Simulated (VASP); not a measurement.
Wanted: the native input for a VASP 6.6.1 run.

```yaml
Task: single point
Functional: PBE
Potentials_or_basis: VASP PAW PBE potentials, release 64 (Nb_sv, Mo_sv, N)
Cutoff: 600 eV
k_mesh: 6 × 6 × 10
Occupations: gaussian, width 0.1 eV
Spin: no spin polarisation
Dipole_correction: no
Further_INCAR_settings: ALGO = Normal; EDIFF = 1e-06; NBANDS = 36
```

The structure of Nb2MoN3 lies in POSCAR:

```
Nb2MoN3
1.0
    4.9708747074      0.0000000000      0.0000000000
   -2.4854373537      4.3049037756      0.0000000000
    0.0000000000      0.0000000000      2.8137452914
Nb Mo N
2 1 3
Direct
    0.3333333333      0.6666666667      0.0000000000
    0.6666666667      0.3333333333      0.0000000000
    0.0000000000      0.0000000000      0.0000000000
    0.3315489704      0.0000000000      0.5000000000
    0.6684510296      0.6684510296      0.5000000000
    0.0000000000      0.3315489704      0.5000000000
```

The input as run:

INCAR

```
SYSTEM = Nb2MoN3
ALGO = Normal
EDIFF = 1E-6
ENCUT = 600
GGA = PE
GGA_COMPAT = .FALSE.
ISIF = 2
ISMEAR = 0
LASPH = .TRUE.
LCHARG = .FALSE.
LREAL = .FALSE.
LWAVE = .FALSE.
NBANDS = 36
NELM = 120
PREC = Accurate
SIGMA = 0.1
```

KPOINTS

```
k-points
0
G
  6 6 10
  0 0 0
```

Potentials or basis: VASP PAW PBE potentials, release 64 (Nb_sv, Mo_sv, N).

Run with:

```bash
$ cat potpaw_PBE.64/Nb_sv/POTCAR potpaw_PBE.64/Mo_sv/POTCAR potpaw_PBE.64/N/POTCAR > POTCAR
$ mpirun -np 1 vasp_std > vasp.out
```

Results of the run:

```yaml
Pressure: 22.4 GPa
Largest_force: 0.035 eV/Å
Band_gap_on_the_k_mesh: zero (an odd number of electrons rules out a gap without spin polarisation)
```

Caveat: the cell stands under pressure; an odd number of electrons without spin polarisation forces a metal; a magnetic or distorted state may lie lower.

It took 2.4 min on 1 thread of Intel Xeon 8259CL, with other jobs on the host, peak memory 0.25 GiB.
